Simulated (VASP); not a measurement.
# Au (Cmme) in VASP: notebook

Au is run at these levels: PBEsol; tasks: single point.

All numbers are computed with VASP 6.6.1; they aren't measurements. Logs are shortened: lines on timing, memory, paths and dates and some standing lists are left out, and cuts for length are marked.

### 1 The cell of the first run

The structure is orthorhombic, space group Cmme (No. 67). Conventional cell: a = 3.315 Å, b = 4.687 Å, c = 11.375 Å, α = 90.00°, β = 90.00°, γ = 90.00°. Within 3.8 Å of Au (site symmetry mm2) lie 10 Au at 2.87 to 3.31 Å. Au (site symmetry mm2) has 14 Au at 2.87 to 3.31 Å within 3.8 Å.

### 2 Single point, PBEsol (the distance across one plane changed)

Contents of INCAR:

```
SYSTEM = Au
ALGO     = Fast           ! electronic algorithm
EDIFF    = 1E-6           ! SCF threshold, eV
ENCUT    = 520            ! plane-wave cutoff, eV
GGA      = PS             ! functional
ISIF     = 2              ! what is computed and relaxed
ISMEAR   = 0              ! smearing method
LASPH    = .True.         ! aspherical terms in the spheres
LCHARG   = .False.        ! write CHGCAR
LREAL    = .False.        ! projectors in reciprocal space
LWAVE    = .False.        ! write WAVECAR
NBANDS   = 30             ! bands
NELM     = 80             ! most SCF steps
PREC     = Accurate       ! precision mode
SIGMA    = 0.15           ! smearing width, eV
```

Contents of KPOINTS:

```
k-points
0
Gamma
  17 17 5
  0 0 0
```

Contents of POSCAR:

```
Au
1.0
   -1.6572690000      1.6572690000     -1.6572690000
   -1.6572690000     -1.6572690000      1.6572690000
    0.0000000000      8.0432895624      8.0432895624
Au
4
Direct
    0.0000000000      0.0000000000      0.7211528884
    0.5000000000      0.5000000000      0.1030218412
    0.0000000000      0.0000000000      0.3090655236
    0.5000000000      0.5000000000      0.5151092060
```

Potentials or basis: VASP PAW PBE potentials, release 64 (Au).

On the command line:

```bash
> cat potpaw_PBE.64/Au/POTCAR > POTCAR
> mpirun -np 1 vasp_std > vasp.out
```

OUTCAR:

```text
SYSTEM = Au
   EDIFF = 1E-6
   ENCUT = 520
   GGA = PS
   ISIF = 2
   ISMEAR = 0
   LASPH = .True.
   LREAL = .False.
   NELM = 80
   PREC = Accurate

 ion  position               nearest neighbor table
   1  0.000  0.000  0.721-   4 2.87   4 2.87   4 3.31   4 3.31
   2  0.500  0.500  0.103-   3 2.87   3 2.87   3 3.31   3 3.31
   3  0.000  0.000  0.309-   2 2.87   4 2.87   2 2.87   4 2.87   2 3.31   4 3.31   2 3.31   4 3.31

   4  0.500  0.500  0.515-   1 2.87   3 2.87   1 2.87   3 2.87   1 3.31   3 3.31   1 3.31   3 3.31

  LATTYP: Found a base centered orthorhombic cell.
 ALAT       =     3.3145380000
 B/A-ratio  =     1.4142135624
 C/A-ratio  =     3.4318294692

  Lattice vectors:

 A1 = (  -1.6572690000,   1.6572690000,  -1.6572690000)
 A2 = (  -1.6572690000,  -1.6572690000,   1.6572690000)
 A3 = (   0.0000000000,   8.0432895624,   8.0432895624)

Analysis of symmetry for initial positions (statically):
=====================================================================
 Subroutine PRICEL returns:
 Original cell was already a primitive cell.

 Routine SETGRP: Setting up the symmetry group for a
 base centered orthorhombic supercell.

 Subroutine GETGRP returns: Found  8 space group operations
 (whereof  4 operations were pure point group operations)
 out of a pool of  8 trial point group operations.

The static configuration has the point symmetry C_2v.
 The point group associated with its full space group is D_2h.

Analysis of symmetry for dynamics (positions and initial velocities):
=====================================================================
 Subroutine PRICEL returns:
 Original cell was already a primitive cell.

 Routine SETGRP: Setting up the symmetry group for a
 base centered orthorhombic supercell.

 Subroutine GETGRP returns: Found  8 space group operations
 (whereof  4 operations were pure point group operations)
 out of a pool of  8 trial point group operations.

The dynamic configuration has the point symmetry C_2v.
 The point group associated with its full space group is D_2h.

 Subroutine INISYM returns: Found  8 space group operations
 (whereof  4 operations are pure point group operations),
 and found     1 'primitive' translations

----------------------------------------------------------------------------------------

                                     Primitive cell

  volume of cell :      88.3649

  direct lattice vectors                    reciprocal lattice vectors
    -1.657269000  1.657269000 -1.657269000    -0.301701172  0.150850586 -0.150850586
    -1.657269000 -1.657269000  1.657269000    -0.301701172 -0.150850586  0.150850586
     0.000000000  8.043289562  8.043289562     0.000000000  0.062163621  0.062163621

  length of vectors
     2.870474110  2.870474110 11.374929185     0.369506963  0.369506963  0.087912635

  position of ions in fractional coordinates (direct lattice)
     0.000000000  0.000000000  0.721152888
     0.500000000  0.500000000  0.103021841
     0.000000000  0.000000000  0.309065524
     0.500000000  0.500000000  0.515109206

  ion indices of the primitive-cell ions
   primitive index   ion index
                 1           1
                 2           2
                 3           3
                 4           4

----------------------------------------------------------------------------------------

 KPOINTS: k-points

Automatic generation of k-mesh.
 Grid dimensions read from file:
 generate k-points for:   17   17    5

 Generating k-lattice:

  Cartesian coordinates                     Fractional coordinates (reciprocal lattice)
    -0.017747128  0.008873564 -0.008873564     0.058823529  0.000000000  0.000000000
    -0.017747128 -0.008873564  0.008873564     0.000000000  0.058823529  0.000000000
     0.000000000  0.012432724  0.012432724     0.000000000  0.000000000  0.200000000

  Length of vectors
     0.021735704  0.021735704  0.017582527

  Shift w.r.t. Gamma in fractional coordinates (k-lattice)
     0.000000000  0.000000000  0.000000000

 Subroutine IBZKPT returns following result:
 ===========================================

 Found    243 irreducible k-points:

 Following reciprocal coordinates:
            Coordinates               Weight
  0.000000  0.000000  0.000000      1.000000
  0.058824  0.000000  0.000000      4.000000
  0.117647  0.000000  0.000000      4.000000
  0.176471  0.000000  0.000000      4.000000
  0.235294  0.000000  0.000000      4.000000
  0.294118  0.000000  0.000000      4.000000
[... 16 lines left out ...]
 -0.176471  0.058824  0.000000      4.000000
 -0.117647  0.058824  0.000000      4.000000
 [... further k-points ...]
   k-points           NKPTS =    243   k-points in BZ     NKDIM =    243   number of bands    NBANDS=     30
   number of dos      NEDOS =    301   number of ions     NIONS =      4
   total plane-waves  NPLWV =  51840
   dimension x,y,z NGX =    24 NGY =   24 NGZ =   90
   dimension x,y,z NGXF=    48 NGYF=   48 NGZF=  180
   ions per type =               4
   NGX,Y,Z   is equivalent  to a cutoff of  13.90, 13.90, 13.15 a.u.
   NGXF,Y,Z  is equivalent  to a cutoff of  27.80, 27.80, 26.31 a.u.
 SYSTEM =  Au
   PREC   = accura    normal or accurate (medium, high low for compatibility)
   ISTART =      0    job   : 0-new  1-cont  2-samecut
   ICHARG =      2    charge: 1-file 2-atom 10-const
   ISPIN  =      1    spin polarized calculation?
   LNONCOLLINEAR =      F non collinear calculations
   LSORBIT =      F    spin-orbit coupling
   LASPH  =      T    aspherical Exc in radial PAW
   ENCUT  =  520.0 eV  38.22 Ry    6.18 a.u.   5.34  5.34 21.15*2*pi/ulx,y,z
   NELM   =     80;   NELMIN=  2; NELMDL= -5     # of ELM steps
   EDIFF  = 0.1E-05   stopping-criterion for ELM
   LREAL  =      F    real-space projection
   EDIFFG = 0.1E-04   stopping-criterion for IOM
   NSW    =      0    number of steps for IOM
   IBRION =     -1    ionic relax: 0-MD 1-quasi-New 2-CG
   NFREE  =      0    steps in history (QN), initial steepest desc. (CG)
   ISIF   =      2    stress and relaxation
   ISYM   =      2    0-nonsym 1-usesym 2-fastsym
   POTIM  = 0.5000    time-step for ionic-motion
   TEBEG  =    0.0;   TEEND  =   0.0 temperature during run
   PSTRESS=    0.0 pullay stress
   NELECT =      44.0000    total number of electrons
   NUPDOWN=      -1.0000    fix difference up-down
   EMIN   =  10.00;   EMAX   =-10.00  energy-range for DOS
   EFERMI =   0.00;   METHOD = LEGACY
   ISMEAR =     0;   SIGMA  =   0.15  broadening in eV -4-tet -1-fermi 0-gaus
   EFERMI_NEDOS =   21; number of points for ismear=-14 and -15
   IALGO  =     68    algorithm
   IMIX   =      4    mixing-type and parameters
     AMIX     =   0.40;   BMIX     =  1.00
     AMIX_MAG =   1.60;   BMIX_MAG =  1.00
  volume/ion in A,a.u.               =      22.09       149.08
  Fermi-wavevector in a.u.,A,eV,Ry     =   1.297575  2.452061 22.908143  1.683701
  Thomas-Fermi vector in A             =   2.428959
   LORBIT       =      0    0 simple, 1 ext, 2 COOP (PROOUT), +10 PAW based schemes
   GGA     = PS    functional components
   LHFCALC =     F    Hartree Fock is set to
   AEXX    =    0.0000 exact exchange contribution
   IVDW    =     0    specifies the selected vdW correction
   LEPSILON=     F    determine dielectric tensor
   LRPA    =     F    only Hartree local field effects (RPA)
 non-spin polarized calculation
 RMM-DIIS sequential band-by-band and
 Gauss-broadening in eV      SIGMA  =   0.15
  energy-cutoff  :      520.00
  volume of cell :       88.36
 maximum number of plane-waves:      2402
 NGX is ok and might be reduce to    24
   NGX = 11   NGY = 11   NGZ = 43

 number of electron      44.0000000 magnetization

 Free energy of the ion-electron system (eV)
  ---------------------------------------------------
  ext. energy  EPLUGINS =         0.00000000
  ---------------------------------------------------
  free energy    TOTEN  =       -14.44077223 eV

  energy without entropy =      -14.42298004  energy(sigma->0) =      -14.43187614

 E-fermi :   5.6989     XC(G=0): -11.0920

 val. band max:        5.6871640487   @ k =   0.2941   0.2353   0.0000
 cond. band min:       5.7085916956   @ k =   0.3529   0.0588   0.2000
 fundamental gap:      0.0214276469
 Fermi energy:         5.6988599233

 k-point     1 :       0.0000    0.0000    0.0000
  band No.  band energies     occupation
      1      -2.9779      2.00000
      2      -1.7767      2.00000
      3      -0.7799      2.00000
      4      -0.6992      2.00000
      5       0.4577      2.00000
      6       0.8136      2.00000
[... 22 lines left out ...]
     29      20.0313      0.00000
     30      20.0630      0.00000

 k-point     2 :       0.0588    0.0000    0.0000
  band No.  band energies     occupation
      1      -2.8894      2.00000
      2      -1.6925      2.00000
      3      -0.6957      2.00000
      4      -0.6260      2.00000
      5       0.4785      2.00000
      6       0.8313      2.00000
[... 22 lines left out ...]
     29      19.6411      0.00000
     30      19.8836      0.00000

 k-point     3 :       0.1176    0.0000    0.0000
  band No.  band energies     occupation
      1      -2.6310      2.00000
      2      -1.4548      2.00000
      3      -0.4644      2.00000
      4      -0.4240      2.00000
      5       0.5410      2.00000
      6       0.8893      2.00000
[... 22 lines left out ...]
     29      18.9080      0.00000
     30      19.4261      0.00000

 k-point     4 :       0.1765    0.0000    0.0000
  band No.  band energies     occupation
      1      -2.2259      2.00000
      2      -1.1166      2.00000
      3      -0.1716      2.00000
      4      -0.1562      2.00000
      5       0.6557      2.00000
      6       1.0162      2.00000
[... 616 lines left out ...]
     29      16.3292      0.00000
     30      17.2201      0.00000

 k-point    23 :      -0.1765    0.0588    0.0000
  band No.  band energies     occupation
      1      -2.2972      2.00000
      2      -1.1578      2.00000
      3      -0.2014      2.00000
      4      -0.1827      2.00000
      5       0.7672      2.00000
      6       1.1083      2.00000
[... 22 lines left out ...]
     29      17.9799      0.00000
     30      19.0562      0.00000

 k-point    24 :      -0.1176    0.0588    0.0000
  band No.  band energies     occupation
      1      -2.6543      2.00000
      2      -1.4676      2.00000
      3      -0.4798      2.00000
      4      -0.4382      2.00000
      5       0.6485      2.00000
      6       0.9938      2.00000
[... 22 lines left out ...]
     29      19.4777      0.00000
     30      19.6890      0.00000

 [... further k-points ...]

------------------------ aborting loop because EDIFF is reached ----------------------------------------

  FORCE on cell =-STRESS in cart. coord.  units (eV):
  Direction    XX          YY          ZZ          XY          YZ          ZX
  --------------------------------------------------------------------------------------
  -------------------------------------------------------------------------------------
  Total       -6.1228228     -5.0646888     -5.0646888      0.0000000      1.0765036      0.0000000
  in kB     -111.0152296    -91.8297998    -91.8297998      0.0000000     19.5184971      0.0000000
  external PRESSURE =     -98.2249431 kB  Pullay stress =       0.0000000 kB

 VOLUME and BASIS-vectors are now :
 -----------------------------------------------------------------------------
  energy-cutoff  :      520.00
  volume of cell :       88.36
      direct lattice vectors                 reciprocal lattice vectors
    -1.657269000  1.657269000 -1.657269000    -0.301701172  0.150850586 -0.150850586
    -1.657269000 -1.657269000  1.657269000    -0.301701172 -0.150850586  0.150850586
     0.000000000  8.043289562  8.043289562     0.000000000  0.062163621  0.062163621

 POSITION                                       TOTAL-FORCE (eV/Angst)
 -----------------------------------------------------------------------------------
      0.00000      5.80044      5.80044         0.000000     -0.234610     -0.234610
     -1.65727      0.82863      0.82863         0.000000      0.234610      0.234610
      0.00000      2.48590      2.48590         0.000000      0.059925      0.059925
     -1.65727      4.14317      4.14317        -0.000000     -0.059925     -0.059925
 -----------------------------------------------------------------------------------
    total drift:                                0.000000     -0.000017     -0.000017

  FREE ENERGIE OF THE ION-ELECTRON SYSTEM (eV)
  ---------------------------------------------------
  free  energy   TOTEN  =       -14.4407722331 eV

  energy  without entropy=      -14.4229800383  energy(sigma->0) =      -14.43187614
```

Run time: 7 min. Hardware: 1 thread of Intel Xeon Platinum 8488C (Sapphire Rapids), shared host; peak memory 0.56 GiB.

What came out:

| Item | Value |
| --- | --- |
| Free energy | -14.4408 eV |
| Pressure | -9.8 GPa |
| Largest force | 0.332 eV/Å |
| Band gap on the k mesh | zero (bands 22 and 23 overlap by 5.11 eV) |

Forces in eV/Å, atoms in the order of the input:
```
Au   0.000 -0.235 -0.235
Au   0.000  0.235  0.235
Au   0.000  0.060  0.060
Au   0.000 -0.060 -0.060
```

Stress tensor (GPa, compression positive):
```
-11.10   0.00   0.00
  0.00  -9.18   1.95
  0.00   1.95  -9.18
```

Caveat: the cell differs from its parent crystal (the distance across one plane changed); the cell stands under tension; the PAW data sets were made with another functional, which shifts forces and pressure a little; spin-orbit coupling is left out, which moves the levels of the heavy elements.

### 3 Single point, PBEsol (the distance across one plane changed)

Contents of INCAR:

```
PREC = Accurate
ENCUT = 520
EDIFF = 1E-7
ISMEAR = 0
SIGMA = 0.15
LREAL = F
LASPH = T
NELM = 60
ALGO = Fast
ISIF = 2
LWAVE = F
LCHARG = F
GGA = PS
NBANDS = 30
```

Contents of KPOINTS:

```
Automatic mesh
0
Gamma
  17 17 5
```

Contents of POSCAR:

```
Au
1.0
   -1.6572690000      1.6572690000     -1.6572690000
   -1.6572690000     -1.6572690000      1.6572690000
    0.0000000000      8.7503963436      8.7503963436
Au
4
Direct
    0.0000000000      0.0000000000      0.6628775740
    0.5000000000      0.5000000000      0.0946967963
    0.0000000000      0.0000000000      0.2840903889
    0.5000000000      0.5000000000      0.4734839814
```

Potentials or basis: VASP PAW PBE potentials, release 64 (Au).

On the command line:

```bash
> cat potpaw_PBE.64/Au/POTCAR > POTCAR
> mpirun -np 1 vasp_std > vasp.out
```

Run time: 8.1 min. Hardware: 1 thread of Intel Xeon Platinum 8488C (Sapphire Rapids), shared host; peak memory 0.6 GiB.

It converged, with:

```
Free energy            : -14.3863 eV
Pressure               : -8.8 GPa
Largest force          : 0.430 eV/Å
Band gap on the k mesh : zero (bands 22 and 23 overlap by 4.97 eV)
```

Forces on the atoms (eV/Å):
```
Au   0.000 -0.304 -0.304
Au   0.000  0.304  0.304
Au   0.000  0.062  0.062
Au   0.000 -0.062 -0.062
```

Stress tensor (GPa, compression positive):
```
-10.18   0.00   0.00
  0.00  -8.06   2.25
  0.00   2.25  -8.06
```

Levels at points of the mesh, in eV from the Fermi level:
| k point | band 20 | band 21 | band 22 | band 23 | band 24 | band 25 |
| --- | --- | --- | --- | --- | --- | --- |
| (0.00, 0.00, 0.00) | -2.20 | -2.19 | -2.16 | -1.47 | -0.61 | 0.30 |

Caveat: the cell differs from its parent crystal (the distance across one plane changed); the cell stands under tension; the PAW data sets were made with another functional, which shifts forces and pressure a little; spin-orbit coupling is left out, which moves the levels of the heavy elements.
